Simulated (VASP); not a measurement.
# ZrB2 (P6/mmm) in VASP: further runs

ZrB2 is run at these levels: r2SCAN+U, HSE06; tasks: single point, relaxation of cell and atoms.

All numbers are computed with VASP 6.6.1; they aren't measurements. Logs are shortened: lines on timing, memory, paths and dates and some standing lists are left out, and cuts for length are marked.

### Step 1. The cell of the first run

It takes space group P6/mmm (No. 191, hexagonal). Conventional cell: a = 3.169 Å, b = 3.169 Å, c = 3.576 Å, α = 90.00°, β = 90.00°, γ = 120.00°. Zr (site symmetry 6/mmm) has 12 B at 2.56 Å and 6 Zr at 3.17 Å within 3.4 Å. Within 2.4 Å of B (site symmetry -6m2) lie 3 B at 1.83 Å.

### Step 2. Single point, r2SCAN+U

Contents of POSCAR:

```
ZrB2
1.0
    3.1688663195      0.0000000000      0.0000000000
   -1.5844331598      2.7443187339      0.0000000000
    0.0000000000      0.0000000000      3.5757437454
Zr B
1 2
Direct
    0.0000000000      0.0000000000      0.0000000000
    0.6666666667      0.3333333333      0.5000000000
    0.3333333333      0.6666666667      0.5000000000
```

Contents of INCAR.step1:

```
SYSTEM = ZrB2
PREC = Accurate ; ENCUT = 910
ISMEAR = -1 ; SIGMA = 0.05
LREAL = .False. ; LASPH = .True.
NELM = 200 ; LMAXMIX = 4
LDAU = .True. ; LDAUTYPE = 2
LDAUL = 2 -1 ; LDAUU = 2 0
LDAUJ = 0 0 ; NBANDS = 16
GGA = PE ; ALGO = Normal
EDIFF = 1E-5 ; LWAVE = .True.
LCHARG = .False. ; GGA_COMPAT = .False.
```

Contents of INCAR.step2:

```
SYSTEM = ZrB2
PREC = Accurate ; ENCUT = 910
EDIFF = 1E-6 ; ISMEAR = -1
SIGMA = 0.05 ; LREAL = .False.
LASPH = .True. ; NELM = 200
ALGO = Normal ; ISIF = 2
LWAVE = .False. ; LCHARG = .False.
LMAXMIX = 4 ; LDAU = .True.
LDAUTYPE = 2 ; LDAUL = 2 -1
LDAUU = 2 0 ; LDAUJ = 0 0
LDAUPRINT = 1 ; METAGGA = R2SCAN
LMIXTAU = .True. ; NBANDS = 16
ISTART = 1 ; GGA_COMPAT = .False.
```

Contents of KPOINTS:

```
Automatic mesh
0
Gamma
  10 10 8
  0 0 0
```

Potentials or basis: VASP PAW PBE potentials, release 64 (Zr_sv, B_h).

Command:

```sh
$ cat potpaw_PBE.64/Zr_sv/POTCAR potpaw_PBE.64/B_h/POTCAR > POTCAR
$ cp INCAR.step1 INCAR
$ mpirun -np 1 vasp_std > vasp.out
$ cp INCAR.step2 INCAR
$ mpirun -np 1 vasp_std > vasp.out
```

OUTCAR:

```text
SYSTEM = ZrB2
   PREC = Accurate
   ENCUT = 910
   EDIFF = 1E-6
   ISMEAR = -1
   LREAL = .False.
   LASPH = .True.
   NELM = 200
   ISIF = 2
   METAGGA = R2SCAN
   ISTART = 1

 ion  position               nearest neighbor table
   1  0.000  0.000  0.000-   2 2.56   3 2.56   2 2.56   3 2.56   2 2.56   2 2.56   3 2.56   3 2.56
                             2 2.56   2 2.56   3 2.56   3 2.56
   2  0.667  0.333  0.500-   1 2.56   1 2.56   1 2.56   1 2.56   1 2.56   1 2.56
   3  0.333  0.667  0.500-   1 2.56   1 2.56   1 2.56   1 2.56   1 2.56   1 2.56

  LATTYP: Found a hexagonal cell.
 ALAT       =     3.1688663195
 C/A-ratio  =     1.1283984191

  Lattice vectors:

 A1 = (   3.1688663195,   0.0000000000,   0.0000000000)
 A2 = (  -1.5844331598,   2.7443187339,   0.0000000000)
 A3 = (   0.0000000000,   0.0000000000,   3.5757437454)

Analysis of symmetry for initial positions (statically):
=====================================================================
 Subroutine PRICEL returns:
 Original cell was already a primitive cell.

 Routine SETGRP: Setting up the symmetry group for a
 hexagonal supercell.

 Subroutine GETGRP returns: Found 24 space group operations
 (whereof 24 operations were pure point group operations)
 out of a pool of 24 trial point group operations.

The static configuration has the point symmetry D_6h.

Analysis of symmetry for dynamics (positions and initial velocities):
=====================================================================
 Subroutine PRICEL returns:
 Original cell was already a primitive cell.

 Routine SETGRP: Setting up the symmetry group for a
 hexagonal supercell.

 Subroutine GETGRP returns: Found 24 space group operations
 (whereof 24 operations were pure point group operations)
 out of a pool of 24 trial point group operations.

The dynamic configuration has the point symmetry D_6h.

 Subroutine INISYM returns: Found 24 space group operations
 (whereof 24 operations are pure point group operations),
 and found     1 'primitive' translations

----------------------------------------------------------------------------------------

                                     Primitive cell

  volume of cell :      31.0960

  direct lattice vectors                    reciprocal lattice vectors
     3.168866320  0.000000000  0.000000000     0.315570270  0.182194580  0.000000000
    -1.584433160  2.744318734  0.000000000     0.000000000  0.364389161  0.000000000
     0.000000000  0.000000000  3.575743745     0.000000000  0.000000000  0.279662099

  length of vectors
     3.168866320  3.168866320  3.575743745     0.364389161  0.364389161  0.279662099

  position of ions in fractional coordinates (direct lattice)
     0.000000000  0.000000000  0.000000000
     0.666666667  0.333333333  0.500000000
     0.333333333  0.666666667  0.500000000

  ion indices of the primitive-cell ions
   primitive index   ion index
                 1           1
                 2           2
                 3           3

----------------------------------------------------------------------------------------

 KPOINTS: Automatic mesh

Automatic generation of k-mesh.
 Grid dimensions read from file:
 generate k-points for:   10   10    8

 Generating k-lattice:

  Cartesian coordinates                     Fractional coordinates (reciprocal lattice)
     0.031557027  0.018219458  0.000000000     0.100000000 -0.000000000  0.000000000
     0.000000000  0.036438916  0.000000000     0.000000000  0.100000000  0.000000000
     0.000000000  0.000000000  0.034957762     0.000000000  0.000000000  0.125000000

  Length of vectors
     0.036438916  0.036438916  0.034957762
[... 43 lines left out ...]
   NGXF,Y,Z  is equivalent  to a cutoff of  33.58, 33.58, 33.47 a.u.
 SYSTEM =  ZrB2
   PREC   = accura    normal or accurate (medium, high low for compatibility)
   ISTART =      1    job   : 0-new  1-cont  2-samecut
   ICHARG =      0    charge: 1-file 2-atom 10-const
   ISPIN  =      1    spin polarized calculation?
   LNONCOLLINEAR =      F non collinear calculations
   LSORBIT =      F    spin-orbit coupling
   LASPH  =      T    aspherical Exc in radial PAW
   ENCUT  =  910.0 eV  66.88 Ry    8.18 a.u.   7.79  7.79  8.80*2*pi/ulx,y,z
   NELM   =    200;   NELMIN=  2; NELMDL=  0     # of ELM steps
   EDIFF  = 0.1E-05   stopping-criterion for ELM
   LREAL  =      F    real-space projection
   EDIFFG = 0.1E-04   stopping-criterion for IOM
   NSW    =      0    number of steps for IOM
   IBRION =     -1    ionic relax: 0-MD 1-quasi-New 2-CG
   NFREE  =      0    steps in history (QN), initial steepest desc. (CG)
   ISIF   =      2    stress and relaxation
   ISYM   =      2    0-nonsym 1-usesym 2-fastsym
   POTIM  = 0.5000    time-step for ionic-motion
   TEBEG  =    0.0;   TEEND  =   0.0 temperature during run
   PSTRESS=    0.0 pullay stress
   NELECT =      18.0000    total number of electrons
   NUPDOWN=      -1.0000    fix difference up-down
   EMIN   =  10.00;   EMAX   =-10.00  energy-range for DOS
   EFERMI =   0.00;   METHOD = LEGACY
   ISMEAR =    -1;   SIGMA  =   0.05  broadening in eV -4-tet -1-fermi 0-gaus
   EFERMI_NEDOS =   21; number of points for ismear=-14 and -15
   IALGO  =     38    algorithm
   IMIX   =      4    mixing-type and parameters
     AMIX     =   0.40;   BMIX     =  1.00
     AMIX_MAG =   1.60;   BMIX_MAG =  1.00
  volume/ion in A,a.u.               =      10.37        69.95
  Fermi-wavevector in a.u.,A,eV,Ry     =   1.364365  2.578277 25.327151  1.861493
  Thomas-Fermi vector in A             =   2.490688
   LORBIT       =      0    0 simple, 1 ext, 2 COOP (PROOUT), +10 PAW based schemes
 LDA+U is selected, type is set to LDAUTYPE =  2
   angular momentum for each species LDAUL =     2   -1
   U (eV)           for each species LDAUU =   2.0  0.0
   J (eV)           for each species LDAUJ =   0.0  0.0
   METAGGA = R2SCAN    functional components
   LHFCALC =     F    Hartree Fock is set to
   AEXX    =    0.0000 exact exchange contribution
   IVDW    =     0    specifies the selected vdW correction
   LEPSILON=     F    determine dielectric tensor
   LRPA    =     F    only Hartree local field effects (RPA)
 non-spin polarized calculation
  energy-cutoff  :      910.00
  volume of cell :       31.10
 maximum number of plane-waves:      1954
 NGX is ok and might be reduce to    32
   NGX = 15   NGY = 15   NGZ = 17

atom =   1  type =  1  l = 2

 onsite density matrix

spin component  1

  0.1799  0.0000  0.0000  0.0000  0.0000
  0.0000  0.1606  0.0000 -0.0000  0.0000
  0.0000  0.0000  0.1493 -0.0000  0.0000
  0.0000 -0.0000 -0.0000  0.1606  0.0000
  0.0000  0.0000  0.0000  0.0000  0.1799

spin component  2

  0.1799  0.0000  0.0000  0.0000  0.0000
  0.0000  0.1606  0.0000 -0.0000  0.0000
  0.0000  0.0000  0.1493 -0.0000  0.0000
  0.0000 -0.0000 -0.0000  0.1606  0.0000
  0.0000  0.0000  0.0000  0.0000  0.1799

 occupancies and eigenvectors

  o =  0.1493  v = -0.0000 -0.0000  1.0000  0.0000 -0.0000  0.0000  0.0000  0.0000  0.0000  0.0000      0.0000  0.0000  0.0000  0.0000  0.0000  0.0000  0.0000  0.0000  0.0000  0.0000
  o =  0.1493  v =  0.0000  0.0000  0.0000  0.0000  0.0000 -0.0000 -0.0000  1.0000  0.0000 -0.0000      0.0000  0.0000  0.0000  0.0000  0.0000  0.0000  0.0000  0.0000  0.0000  0.0000
  o =  0.1606  v = -0.0000  0.5889  0.0000  0.8082  0.0000  0.0000  0.0000  0.0000  0.0000  0.0000      0.0000  0.0000  0.0000  0.0000  0.0000  0.0000  0.0000  0.0000  0.0000  0.0000
  o =  0.1606  v =  0.0000  0.0000  0.0000  0.0000  0.0000 -0.0000  0.5889  0.0000  0.8082  0.0000      0.0000  0.0000  0.0000  0.0000  0.0000  0.0000  0.0000  0.0000  0.0000  0.0000
  o =  0.1606  v = -0.0000  0.8082  0.0000 -0.5889  0.0000  0.0000  0.0000  0.0000  0.0000  0.0000      0.0000  0.0000  0.0000  0.0000  0.0000  0.0000  0.0000  0.0000  0.0000  0.0000
  o =  0.1606  v =  0.0000  0.0000  0.0000  0.0000  0.0000 -0.0000  0.8082  0.0000 -0.5889  0.0000      0.0000  0.0000  0.0000  0.0000  0.0000  0.0000  0.0000  0.0000  0.0000  0.0000
  o =  0.1799  v =  0.0000  0.0000  0.0000  0.0000  0.0000 -0.7974 -0.0000 -0.0000  0.0000  0.6035      0.0000  0.0000  0.0000  0.0000  0.0000  0.0000  0.0000  0.0000  0.0000  0.0000
  o =  0.1799  v = -0.7974 -0.0000 -0.0000  0.0000  0.6035  0.0000  0.0000  0.0000  0.0000  0.0000      0.0000  0.0000  0.0000  0.0000  0.0000  0.0000  0.0000  0.0000  0.0000  0.0000
  o =  0.1799  v = -0.6035  0.0000 -0.0000 -0.0000 -0.7974  0.0000  0.0000  0.0000  0.0000  0.0000      0.0000  0.0000  0.0000  0.0000  0.0000  0.0000  0.0000  0.0000  0.0000  0.0000
  o =  0.1799  v =  0.0000  0.0000  0.0000  0.0000  0.0000 -0.6035  0.0000 -0.0000 -0.0000 -0.7974      0.0000  0.0000  0.0000  0.0000  0.0000  0.0000  0.0000  0.0000  0.0000  0.0000

 number of electron      18.0000000 magnetization

 Free energy of the ion-electron system (eV)
  ---------------------------------------------------
  ext. energy  EPLUGINS =         0.00000000
  ---------------------------------------------------
  free energy    TOTEN  =       -39.22882219 eV

  energy without entropy =      -39.22629957  energy(sigma->0) =      -39.22756088

 E-fermi :  11.5779     XC(G=0): -13.4042

 val. band max:       11.5570401057   @ k =   0.2000   0.2000   0.1250
 cond. band min:      11.6738081741   @ k =   0.0000   0.0000   0.2500
 fundamental gap:      0.1167680684
 Fermi energy:        11.5778790782

 k-point     1 :       0.0000    0.0000    0.0000
  band No.  band energies     occupation
      1     -39.3308      2.00000
      2     -16.7923      2.00000
      3     -16.2261      2.00000
      4     -16.2261      2.00000
      5      -2.1454      2.00000
      6       8.7156      2.00000
[... 433 lines left out ...]
      3     -16.6513      2.00000
      4     -16.4922      2.00000
      5       1.5424      2.00000
      6       2.9366      2.00000
[... 8 lines left out ...]
     15      20.0926      0.00000
     16      22.0556      0.00000

 [... further k-points ...]

------------------------ aborting loop because EDIFF is reached ----------------------------------------

  FORCE on cell =-STRESS in cart. coord.  units (eV):
  Direction    XX          YY          ZZ          XY          YZ          ZX
  --------------------------------------------------------------------------------------
  -------------------------------------------------------------------------------------
  Total        0.5494220      0.5494220      0.4826026     -0.0000000     -0.0000000      0.0000000
  in kB       28.3081707     28.3081707     24.8653954     -0.0000000     -0.0000000      0.0000000
  external PRESSURE =      27.1605789 kB  Pullay stress =       0.0000000 kB

 VOLUME and BASIS-vectors are now :
 -----------------------------------------------------------------------------
  energy-cutoff  :      910.00
  volume of cell :       31.10
      direct lattice vectors                 reciprocal lattice vectors
     3.168866320  0.000000000  0.000000000     0.315570270  0.182194580  0.000000000
    -1.584433160  2.744318734  0.000000000     0.000000000  0.364389161  0.000000000
     0.000000000  0.000000000  3.575743745     0.000000000  0.000000000  0.279662099

 POSITION                                       TOTAL-FORCE (eV/Angst)
 -----------------------------------------------------------------------------------
      0.00000      0.00000      0.00000        -0.000000      0.000000      0.000000
      1.58443      0.91477      1.78787         0.000000     -0.000000      0.000000
     -0.00000      1.82955      1.78787        -0.000000      0.000000      0.000000
 -----------------------------------------------------------------------------------
    total drift:                                0.000000     -0.000000      0.000000

  FREE ENERGIE OF THE ION-ELECTRON SYSTEM (eV)
  ---------------------------------------------------
  free  energy   TOTEN  =       -39.2288221947 eV

  energy  without entropy=      -39.2262995652  energy(sigma->0) =      -39.22756088
```

It took 2.1 min on 1 thread of AMD EPYC 9R45 (Zen 5), shared host; peak memory 0.21 GiB.

Results:

```yaml
Free_energy: -39.2288 eV
Pressure: 2.7 GPa
Band_gap_on_the_k_mesh: zero (bands 9 and 10 overlap by 1.05 eV)
```

Stress tensor (GPa, compression positive):
```
2.83 0.00 0.00
0.00 2.83 0.00
0.00 0.00 2.49
```

Levels at points of the mesh, in eV from the Fermi level:
| k point | band 5 | band 6 | band 7 | band 8 | band 9 | band 10 | band 11 | band 12 | band 13 | band 14 |
| --- | --- | --- | --- | --- | --- | --- | --- | --- | --- | --- |
| (0.00, 0.00, 0.00) | -13.72 | -2.86 | -2.67 | -2.67 | -2.65 | 3.82 | 3.82 | 4.37 | 4.37 | 4.88 |
| (0.50, 0.00, 0.00) | -9.58 | -9.35 | -4.13 | -3.35 | -2.68 | 2.10 | 2.62 | 5.32 | 5.36 | 6.36 |
| (0.00, 0.00, 0.50) | -11.74 | -7.58 | -1.07 | -1.07 | 0.61 | 0.61 | 0.99 | 0.99 | 1.94 | 5.22 |
| (0.50, 0.00, 0.50) | -10.63 | -7.69 | -4.79 | -4.36 | -2.47 | 3.99 | 4.07 | 5.72 | 6.43 | 6.83 |

Eigenvalues of the final occupation matrices:
```csv
site,spin,trace,eigenvalues
site 1 d,1,0.83,0.15 0.16 0.16 0.18 0.18
site 1 d,2,0.83,0.15 0.16 0.16 0.18 0.18
```

Caveat: the PAW data sets were made with another functional, which shifts forces and pressure a little; U without spin polarisation on a metal has little footing; the U is typed as a test and isn't derived for this compound.

### Step 3. Relaxation of cell and atoms, HSE06

This run uses another cell than the first one, of 10.25 Å³/atom.

Contents of POSCAR:

```
ZrB2
1.0
    3.1700000000      0.0000000000      0.0000000000
   -1.5850000000      2.7453005300      0.0000000000
    0.0000000000      0.0000000000      3.5330000000
Zr B
1 2
Direct
    0.0000000000      0.0000000000      0.0000000000
    0.6666666667      0.3333333333      0.5000000000
    0.3333333333      0.6666666667      0.5000000000
```

Contents of INCAR.step1:

```
ALGO = Normal
EDIFF = 1E-5
ENCUT = 600
GGA = PE
ISMEAR = -1
LASPH = T
LCHARG = F
LREAL = F
LWAVE = T
NBANDS = 16
NELM = 100
PREC = Accurate
SIGMA = 0.05
```

Contents of INCAR.step2:

```
ALGO = Normal
EDIFF = 1E-7
EDIFFG = -0.01
ENCUT = 600
GGA = PE
HFSCREEN = 0.2079
IBRION = 2
ISIF = 3
ISMEAR = -1
ISTART = 1
LASPH = T
LCHARG = F
LHFCALC = T
LREAL = F
LWAVE = F
NELM = 100
NSW = 60
PREC = Accurate
PRECFOCK = Normal
SIGMA = 0.05
```

Contents of KPOINTS:

```
k-points
0
Gamma
  6 6 4
```

Potentials or basis: VASP PAW PBE potentials, release 64 (Zr_sv, B).

Command:

```sh
$ cat potpaw_PBE.64/Zr_sv/POTCAR potpaw_PBE.64/B/POTCAR > POTCAR
$ cp INCAR.step1 INCAR
$ mpirun -np 1 vasp_std > vasp.out
$ cp INCAR.step2 INCAR
$ mpirun -np 1 vasp_std > vasp.out
```

Wall time 2.6 h (1 thread of Oxide Virtual Turin-like, shared host); peak memory 0.26 GiB.

The run converged. Its results:

```yaml
Free_energy: -27.9301 eV
Relaxed_volume: 10.16 Å³/atom
Relaxed_cell: a = 3.169 Å, b = 3.169 Å, c = 3.506 Å, α = 90.00°, β = 90.00°, γ = 120.00°
Space_group_after_relaxing_to_0.1_Å: P6/mmm (No. 191)
Energy_gained_by_relaxing: 0.9 meV/atom
Ionic_steps: 4
Pressure_after_relaxing: 0.0 GPa
Band_gap_on_the_k_mesh: zero (bands 9 and 10 overlap by 0.72 eV)
```

Stress tensor (GPa, compression positive):
```
-0.11  0.00  0.00
 0.00 -0.11  0.00
 0.00  0.00  0.10
```

Step by step:
```tsv
step	energy change (eV)	largest force (eV/Å)	pressure (GPa)	volume (Å³)
1	0.0000	0.0000	-2.02	30.75
2	-0.0001	0.0000	2.64	30.17
3	-0.0023	0.0000	0.29	30.46
4	-0.0026	0.0000	-0.04	30.49
```

Final structure:
```
Zr B
1.0
     3.16865    0.00000    0.00000
    -1.58433    2.74413    0.00000
     0.00000    0.00000    3.50641
Zr B
1 2
Cartesian
  -1.5843 2.7441 3.5064
  1.5843 0.9147 1.7532
  0.0000 1.8294 1.7532
```

Levels at points of the mesh, in eV from the Fermi level:
| k point | band 5 | band 6 | band 7 | band 8 | band 9 | band 10 | band 11 | band 12 | band 13 |
| --- | --- | --- | --- | --- | --- | --- | --- | --- | --- |
| (0.00, 0.00, 0.00) | -14.36 | -2.96 | -2.96 | -2.66 | -2.59 | 4.35 | 4.35 | 5.23 | 5.23 |
| (0.50, 0.00, 0.00) | -10.12 | -9.65 | -4.22 | -3.45 | -2.82 | 2.80 | 3.09 | 5.95 | 6.05 |
| (0.00, 0.00, 0.50) | -12.04 | -7.90 | -1.06 | -1.06 | 0.78 | 0.78 | 1.30 | 1.30 | 2.78 |
| (0.50, 0.00, 0.50) | -11.21 | -7.88 | -5.17 | -4.62 | -2.39 | 4.79 | 4.85 | 6.37 | 7.52 |

Caveat: the k points lie up to 0.45 Å⁻¹ apart in the final cell, too coarse for converged energies and pressures of a metal; the PAW data sets were made with another functional, which shifts forces and pressure a little.

The gap in the log of VASP goes by the Fermi energy; the results here count the filled bands.